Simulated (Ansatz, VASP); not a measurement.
**Ti: VASP beside Ansatz**

```xyz
2
Lattice="2.8639 0.0000 0.0000 -1.4320 2.4802 0.0000 0.0000 0.0000 4.5334" Properties=species:S:1:pos:R:3 pbc="T T T"
Ti   -0.1155    1.6535    1.1334
Ti    1.5475    0.8267    3.4001
```

Change from the starting cell: mode 4 frozen in at -0.117 Å, equal normal strain along x, y and z -0.0125.

Alike in both runs: task single point; functional PBEsol; k mesh 18 × 18 × 10; occupations gaussian, width 0.15 eV; no spin polarisation.

|  | VASP | Ansatz |
| --- | --- | --- |
| version | VASP 6.6.1 | Ansatz 0.2.0 |
| potentials or method | VASP PAW PBE potentials, release 64 (Ti_sv), cutoff 520 eV | scalar-relativistic, plane waves, PAW |
| valence electrons in the cell | 24 | 24 |

|  | VASP | Ansatz | Ansatz less VASP |
| --- | --- | --- | --- |
| gap on the k mesh at the Fermi level (eV) | none | none | - |
| pressure (GPa) | 3.8 | 4.4 | +0.60 |
| traceless stress, the component that is largest in VASP (GPa) | 2.88 | 2.94 | +0.054 |
| rms of the force components (eV/Å) | 0.152 | 0.151 | -0.0011 |

VASP's potentials were made for PBE, not for PBEsol, and Ansatz warns of the same on its side. Atom by atom the forces differ by 0.001 eV/Å (rms over components). A gap of «none» marks a metal or a gap that the smearing closes.
